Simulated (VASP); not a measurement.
# Si4Mo2O in VASP: single point with PBE

Aim: the single point of Si4Mo2O with PBE.

Everything below comes from runs of VASP 6.6.1. Logs are shortened: lines on timing, memory, paths and dates and some standing lists are left out, and cuts for length are marked.

**1. The cell of the first run**

The cell holds a slab with vacuum, 7 atoms: a = 3.217 Å, b = 3.217 Å, c = 21.879 Å, α = 90.00°, β = 90.00°, γ = 90.00°.

**2. Single point, PBE**

Input file INCAR:

```
  PREC = Accurate
  ENCUT = 520
  EDIFF = 1E-6
  ISMEAR = 0
  SIGMA = 0.1
  LREAL = False
  LASPH = True
  NELM = 80
  ALGO = Normal
  ISIF = 2
  LWAVE = False
  LCHARG = False
  LDIPOL = True
  IDIPOL = 3
  DIPOL = 0.5 0.5 0.359
  GGA = PE
  NBANDS = 34
```

Input file KPOINTS:

```
regular mesh
0
Gamma
  8 8 1
```

Input file POSCAR:

```
Si4Mo2O
1.0
    3.2169717515      0.0000000000      0.0000000000
    0.0000000000      3.2169717515      0.0000000000
    0.0000000000      0.0000000000     21.8787970174
Si Mo O
4 2 1
Direct
    0.0000000000      0.0000000000      0.1828254084
    0.0000000000      0.0000000000      0.3015081469
    0.5000000000      0.5000000000      0.3593659942
    0.5000000000      0.5000000000      0.4843300470
    0.5000000000      0.5000000000      0.2421667777
    0.0000000000      0.0000000000      0.4192862008
    0.5000000000      1.0000000000      0.5224796570
```

Potentials or basis: VASP PAW PBE potentials, release 64 (Si, Mo_sv, O).

Started as:

```sh
$ cat potpaw_PBE.64/Si/POTCAR potpaw_PBE.64/Mo_sv/POTCAR potpaw_PBE.64/O/POTCAR > POTCAR
$ mpirun -np 1 vasp_std > vasp.out
```

OUTCAR:

```text
PREC = Accurate
   ENCUT = 520
   EDIFF = 1E-6
   ISMEAR = 0
   LREAL = False
   LASPH = True
   NELM = 80
   ISIF = 2
   GGA = PE

 ion  position               nearest neighbor table
   1  0.000  0.000  0.183-   2 2.60   5 2.62   5 2.62   5 2.62   5 2.62
   2  0.000  0.000  0.302-   6 2.58   1 2.60   3 2.60   3 2.60   3 2.60   3 2.60   5 2.62   5 2.62
                             5 2.62   5 2.62
   3  0.500  0.500  0.359-   5 2.56   2 2.60   2 2.60   2 2.60   2 2.60   6 2.63   6 2.63   6 2.63
                             6 2.63   4 2.73
   4  0.500  0.500  0.484-   7 1.81   7 1.81   6 2.68   6 2.68   6 2.68   6 2.68   3 2.73
   5  0.500  0.500  0.242-   3 2.56   2 2.62   2 2.62   2 2.62   2 2.62   1 2.62   1 2.62   1 2.62
                             1 2.62
   6  0.000  0.000  0.419-   2 2.58   3 2.63   3 2.63   3 2.63   3 2.63   4 2.68   4 2.68   4 2.68
                             4 2.68
   7  0.500  0.000  0.522-   4 1.81   4 1.81

  LATTYP: Found a simple tetragonal cell.
 ALAT       =     3.2169717515
 C/A-ratio  =     6.8010535085

  Lattice vectors:

 A1 = (   3.2169717515,   0.0000000000,   0.0000000000)
 A2 = (   0.0000000000,   3.2169717515,   0.0000000000)
 A3 = (   0.0000000000,   0.0000000000,  21.8787970174)

Analysis of symmetry for initial positions (statically):
=====================================================================
 Subroutine PRICEL returns:
 Original cell was already a primitive cell.

 Routine SETGRP: Setting up the symmetry group for a
 simple tetragonal supercell.

 Subroutine GETGRP returns: Found  4 space group operations
 (whereof  4 operations were pure point group operations)
 out of a pool of 16 trial point group operations.

The static configuration has the point symmetry C_2v.

Analysis of symmetry for dynamics (positions and initial velocities):
=====================================================================
 Subroutine PRICEL returns:
 Original cell was already a primitive cell.

 Routine SETGRP: Setting up the symmetry group for a
 simple tetragonal supercell.

 Subroutine GETGRP returns: Found  4 space group operations
 (whereof  4 operations were pure point group operations)
 out of a pool of 16 trial point group operations.

The dynamic configuration has the point symmetry C_2v.

 Subroutine INISYM returns: Found  4 space group operations
 (whereof  4 operations are pure point group operations),
 and found     1 'primitive' translations

----------------------------------------------------------------------------------------

                                     Primitive cell

  volume of cell :     226.4216

  direct lattice vectors                    reciprocal lattice vectors
     3.216971752  0.000000000  0.000000000     0.310851346  0.000000000  0.000000000
     0.000000000  3.216971752  0.000000000     0.000000000  0.310851346  0.000000000
     0.000000000  0.000000000 21.878797017     0.000000000  0.000000000  0.045706352

  length of vectors
     3.216971752  3.216971752 21.878797017     0.310851346  0.310851346  0.045706352

  position of ions in fractional coordinates (direct lattice)
     0.000000000  0.000000000  0.182825408
     0.000000000  0.000000000  0.301508147
     0.500000000  0.500000000  0.359365994
     0.500000000  0.500000000  0.484330047
     0.500000000  0.500000000  0.242166778
     0.000000000  0.000000000  0.419286201
     0.500000000  0.000000000  0.522479657

  ion indices of the primitive-cell ions
   primitive index   ion index
                 1           1
                 2           2
                 3           3
                 4           4
                 5           5
                 6           6
                 7           7

----------------------------------------------------------------------------------------

 KPOINTS: regular mesh

Automatic generation of k-mesh.
 Grid dimensions read from file:
 generate k-points for:    8    8    1

 Generating k-lattice:

  Cartesian coordinates                     Fractional coordinates (reciprocal lattice)
     0.038856418  0.000000000  0.000000000     0.125000000  0.000000000  0.000000000
     0.000000000  0.038856418  0.000000000     0.000000000  0.125000000  0.000000000
     0.000000000  0.000000000  0.045706352     0.000000000  0.000000000  1.000000000

  Length of vectors
     0.038856418  0.038856418  0.045706352

  Shift w.r.t. Gamma in fractional coordinates (k-lattice)
     0.000000000  0.000000000  0.000000000

 Subroutine IBZKPT returns following result:
 ===========================================

 Found     25 irreducible k-points:

 Following reciprocal coordinates:
            Coordinates               Weight
  0.000000  0.000000  0.000000      1.000000
  0.125000  0.000000  0.000000      2.000000
  0.000000  0.125000  0.000000      2.000000
  0.250000  0.000000  0.000000      2.000000
  0.000000  0.250000  0.000000      2.000000
  0.375000  0.000000  0.000000      2.000000
[... 16 lines left out ...]
  0.500000  0.375000  0.000000      2.000000
 -0.375000  0.500000  0.000000      2.000000
   k-points           NKPTS =     25   k-points in BZ     NKDIM =     25   number of bands    NBANDS=     34
   number of dos      NEDOS =    301   number of ions     NIONS =      7
   total plane-waves  NPLWV =  96768
   dimension x,y,z NGX =    24 NGY =   24 NGZ =  168
   dimension x,y,z NGXF=    48 NGYF=   48 NGZF=  336
   ions per type =               4   2   1
   NGX,Y,Z   is equivalent  to a cutoff of  12.40, 12.40, 12.77 a.u.
   NGXF,Y,Z  is equivalent  to a cutoff of  24.81, 24.81, 25.53 a.u.
 SYSTEM =  unknown system
   PREC   = accura    normal or accurate (medium, high low for compatibility)
   ISTART =      0    job   : 0-new  1-cont  2-samecut
   ICHARG =      2    charge: 1-file 2-atom 10-const
   ISPIN  =      1    spin polarized calculation?
   LNONCOLLINEAR =      F non collinear calculations
   LSORBIT =      F    spin-orbit coupling
   LASPH  =      T    aspherical Exc in radial PAW
   ENCUT  =  520.0 eV  38.22 Ry    6.18 a.u.   5.98  5.98 40.68*2*pi/ulx,y,z
   NELM   =     80;   NELMIN=  2; NELMDL= -5     # of ELM steps
   EDIFF  = 0.1E-05   stopping-criterion for ELM
   LREAL  =      F    real-space projection
   EDIFFG = 0.1E-04   stopping-criterion for IOM
   NSW    =      0    number of steps for IOM
   IBRION =     -1    ionic relax: 0-MD 1-quasi-New 2-CG
   NFREE  =      0    steps in history (QN), initial steepest desc. (CG)
   ISIF   =      2    stress and relaxation
   ISYM   =      2    0-nonsym 1-usesym 2-fastsym
   POTIM  = 0.5000    time-step for ionic-motion
   TEBEG  =    0.0;   TEEND  =   0.0 temperature during run
   PSTRESS=    0.0 pullay stress
   NELECT =      50.0000    total number of electrons
   NUPDOWN=      -1.0000    fix difference up-down
   EMIN   =  10.00;   EMAX   =-10.00  energy-range for DOS
   EFERMI =   0.00;   METHOD = LEGACY
   ISMEAR =     0;   SIGMA  =   0.10  broadening in eV -4-tet -1-fermi 0-gaus
   EFERMI_NEDOS =   21; number of points for ismear=-14 and -15
   IALGO  =     38    algorithm
   IMIX   =      4    mixing-type and parameters
     AMIX     =   0.40;   BMIX     =  1.00
     AMIX_MAG =   1.60;   BMIX_MAG =  1.00
  volume/ion in A,a.u.               =      32.35       218.28
  Fermi-wavevector in a.u.,A,eV,Ry     =   0.989522  1.869926 13.322200  0.979154
  Thomas-Fermi vector in A             =   2.121127
   LORBIT       =      0    0 simple, 1 ext, 2 COOP (PROOUT), +10 PAW based schemes
   GGA     = PE    functional components
   LHFCALC =     F    Hartree Fock is set to
   AEXX    =    0.0000 exact exchange contribution
   IVDW    =     0    specifies the selected vdW correction
   LEPSILON=     F    determine dielectric tensor
   LRPA    =     F    only Hartree local field effects (RPA)
 non-spin polarized calculation
 Gauss-broadening in eV      SIGMA  =   0.10
  energy-cutoff  :      520.00
  volume of cell :      226.42
 maximum number of plane-waves:      6156
   NGX = 11   NGY = 11   NGZ = 81

 dipolmoment           0.000000      0.000000     -0.462785 electrons x Angstroem

 number of electron      49.9999999 magnetization

 dipolmoment           0.000000      0.000000      0.041474 electrons x Angstroem

 Free energy of the ion-electron system (eV)
  ---------------------------------------------------
  ext. energy  EPLUGINS =         0.00000000
  ---------------------------------------------------
  free energy    TOTEN  =       -51.10709299 eV

  energy without entropy =      -51.08899687  energy(sigma->0) =      -51.09804493

 E-fermi :   1.5271     XC(G=0):  -5.6800

 val. band max:        1.5091779471   @ k =   0.0000   0.2500   0.0000
 cond. band min:       1.5590242096   @ k =   0.5000   0.1250   0.0000
 fundamental gap:      0.0498462625
 Fermi energy:         1.5270898735

 k-point     1 :       0.0000    0.0000    0.0000
  band No.  band energies     occupation
      1     -59.1045      2.00000
      2     -58.9823      2.00000
      3     -33.3374      2.00000
      4     -33.1628      2.00000
      5     -33.1338      2.00000
      6     -33.0902      2.00000
[... 26 lines left out ...]
     33       5.7146      0.00000
     34       5.8961      0.00000

 k-point     2 :       0.1250    0.0000    0.0000
  band No.  band energies     occupation
      1     -59.1020      2.00000
      2     -58.9798      2.00000
      3     -33.3329      2.00000
      4     -33.1595      2.00000
      5     -33.1299      2.00000
      6     -33.1253      2.00000
[... 26 lines left out ...]
     33       5.9768      0.00000
     34       5.9779      0.00000

 k-point     3 :       0.0000    0.1250    0.0000
  band No.  band energies     occupation
      1     -59.1020      2.00000
      2     -58.9798      2.00000
      3     -33.3332      2.00000
      4     -33.1977      2.00000
      5     -33.1296      2.00000
      6     -33.0869      2.00000
[... 26 lines left out ...]
     33       5.9368      0.00000
     34       6.1612      0.00000

 k-point     4 :       0.2500    0.0000    0.0000
  band No.  band energies     occupation
      1     -59.0961      2.00000
      2     -58.9738      2.00000
      3     -33.3221      2.00000
      4     -33.2103      2.00000
      5     -33.1688      2.00000
      6     -33.1514      2.00000
[... 26 lines left out ...]
     33       6.1742      0.00000
     34       6.7320      0.00000

 k-point     5 :       0.0000    0.2500    0.0000
  band No.  band energies     occupation
      1     -59.0961      2.00000
      2     -58.9738      2.00000
      3     -33.3229      2.00000
      4     -33.2811      2.00000
      5     -33.1721      2.00000
      6     -33.1193      2.00000
[... 621 lines left out ...]
 k-point    22 :       0.3750    0.3750    0.0000
  band No.  band energies     occupation
      1     -59.0764      2.00000
      2     -58.9538      2.00000
      3     -33.3348      2.00000
      4     -33.2889      2.00000
      5     -33.2648      2.00000
      6     -33.2272      2.00000
[... 26 lines left out ...]
     33       5.6070      0.00000
     34       6.3433      0.00000

 k-point    23 :       0.5000    0.3750    0.0000
  band No.  band energies     occupation
      1     -59.0740      2.00000
      2     -58.9514      2.00000
      3     -33.3299      2.00000
      4     -33.2975      2.00000
      5     -33.2848      2.00000
      6     -33.2559      2.00000
[... 26 lines left out ...]
     33       5.7406      0.00000
     34       6.0754      0.00000

 k-point    24 :      -0.3750    0.5000    0.0000
  band No.  band energies     occupation
      1     -59.0740      2.00000
      2     -58.9514      2.00000
      3     -33.3670      2.00000
      4     -33.2851      2.00000
      5     -33.2605      2.00000
      6     -33.2585      2.00000
[... 26 lines left out ...]
     33       5.5552      0.00000
     34       5.7626      0.00000

 [... further k-points ...]

------------------------ aborting loop because EDIFF is reached ----------------------------------------

 vacuum level on the upper side and lower side of the slab       (xc-potential included)         0.346        -0.361

  FORCE on cell =-STRESS in cart. coord.  units (eV):
  Direction    XX          YY          ZZ          XY          YZ          ZX
  --------------------------------------------------------------------------------------
  -------------------------------------------------------------------------------------
  Total       -0.6536592     -8.1610200     -1.9916275      0.0000000      0.0000000      0.0000000
  in kB       -4.6253438    -57.7480193    -14.0929125      0.0000000      0.0000000      0.0000000
  external PRESSURE =     -25.4887585 kB  Pullay stress =       0.0000000 kB

 VOLUME and BASIS-vectors are now :
 -----------------------------------------------------------------------------
  energy-cutoff  :      520.00
  volume of cell :      226.42
      direct lattice vectors                 reciprocal lattice vectors
     3.216971752  0.000000000  0.000000000     0.310851346  0.000000000  0.000000000
     0.000000000  3.216971752  0.000000000     0.000000000  0.310851346  0.000000000
     0.000000000  0.000000000 21.878797017     0.000000000  0.000000000  0.045706352

 POSITION                                       TOTAL-FORCE (eV/Angst)
 -----------------------------------------------------------------------------------
      0.00000      0.00000      4.00000         0.000000      0.000000      0.550069
      0.00000      0.00000      6.59664         0.000000      0.000000     -0.263213
      1.60849      1.60849      7.86250         0.000000      0.000000      0.620178
      1.60849      1.60849     10.59656         0.000000      0.000000     -0.005740
      1.60849      1.60849      5.29832         0.000000      0.000000     -0.257817
      0.00000      0.00000      9.17348         0.000000      0.000000     -0.661484
      1.60849      0.00000     11.43123         0.000000      0.000000      0.018007
 -----------------------------------------------------------------------------------
    total drift:                                0.000000     -0.000000      0.000203

  FREE ENERGIE OF THE ION-ELECTRON SYSTEM (eV)
  ---------------------------------------------------
  free  energy   TOTEN  =       -51.1070929892 eV

  energy  without entropy=      -51.0889968726  energy(sigma->0) =      -51.09804493

 vacuum level on the upper side and lower side of the slab         6.802         6.077
```

Run time: 3.2 min. Hardware: 1 thread of AMD EPYC 9R45 (Zen 5), shared host; peak memory 0.37 GiB.

What came out:

```yaml
Free_energy: -51.1071 eV
Largest_force: 0.661 eV/Å
Band_gap_on_the_k_mesh: zero (bands 25 and 26 overlap by 0.85 eV)
```

Forces in eV/Å, atoms in the order of the input:
```
Si   0.000  0.000  0.550
Si   0.000  0.000 -0.263
Si   0.000  0.000  0.620
Si   0.000  0.000 -0.006
Mo   0.000  0.000 -0.258
Mo   0.000  0.000 -0.661
O    0.000  0.000  0.018
```
